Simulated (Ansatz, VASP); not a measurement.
**One calculation of GeSe3, two programs**

```xyz
8
Lattice="6.0398 0.0000 0.0000 -3.0199 5.2306 0.0000 0.0000 0.0000 5.4146" Properties=species:S:1:pos:R:3 pbc="T T T"
Ge    0.0000    3.4871    1.3537
Ge    3.0199    1.7435    4.0610
Se    3.0199    3.3726    1.3537
Se   -1.4108    4.3016    4.0610
Se    1.6091    0.9290    1.3537
Se    0.0000    1.8580    4.0610
Se    4.4307    0.9290    1.3537
Se    1.4108    4.3016    4.0610
```

Alike in both runs: functional PBE; k mesh 6 × 6 × 8; occupations gaussian, width 0.1 eV; no spin polarisation.

Ansatz relaxed the structure, and its values are those at the end. VASP's run is a single point on that final structure, the one shown.

|  | VASP | Ansatz |
| --- | --- | --- |
| version | VASP 6.6.1 | Ansatz 0.2.0 |
| potentials or method | VASP PAW PBE potentials, release 64 (Ge_d, Se), cutoff 520 eV | scalar-relativistic, plane waves, PAW |
| valence electrons in the cell | 64 | 124 |

```csv
,VASP,Ansatz,Ansatz less VASP
gap on the k mesh at the Fermi level (eV),none,none,-
pressure (GPa),0.0,0.0,-0.03
```

A gap of «none» marks a metal or a gap that the smearing closes. VASP's potentials hold 64 valence electrons a cell and Ansatz's 124, so a difference there can come from the potentials and not from the codes.
